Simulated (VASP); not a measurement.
Input of a VASP 6.6.1 run:

File INCAR:

```
PREC = Accurate ; ENCUT = 520
EDIFF = 1E-7 ; ISMEAR = 0
SIGMA = 0.02 ; LREAL = F
LASPH = T ; NELM = 80
ALGO = Normal ; ISIF = 2
LWAVE = F ; LCHARG = F
IBRION = 2 ; NSW = 60
EDIFFG = -0.002
```

KPOINTS

```
Automatic mesh
0
Gamma
  9 9 6
```

File POSCAR:

```
C
1.0
    2.4836321806      0.0000000000      0.0000000000
   -1.2418160903      2.1508885620      0.0000000000
    0.0000000000      0.0000000000      4.1979202822
C
4
Direct
    0.3333333333      0.6666666667     -0.0003967604
    0.6666666667      0.3333333333      0.4996032396
    0.3333333333      0.6666666667      0.3743967604
    0.6666666667      0.3333333333      0.8743967604
```

Potentials or basis: VASP PAW LDA potentials, release 64 (C).

The run is started by

```console
$ cat potpaw_LDA.64/C/POTCAR > POTCAR
$ mpirun -np 1 vasp_std > vasp.out
```

(1) Estimate the band gap on the k mesh.

(2) Estimate the energy gained by relaxing.

Results:

(1) 3.05 eV, indirect (least direct gap 4.91 eV).

(2) 0.0 meV/atom.

Caveat: the cell differs from its parent crystal (strained cell).
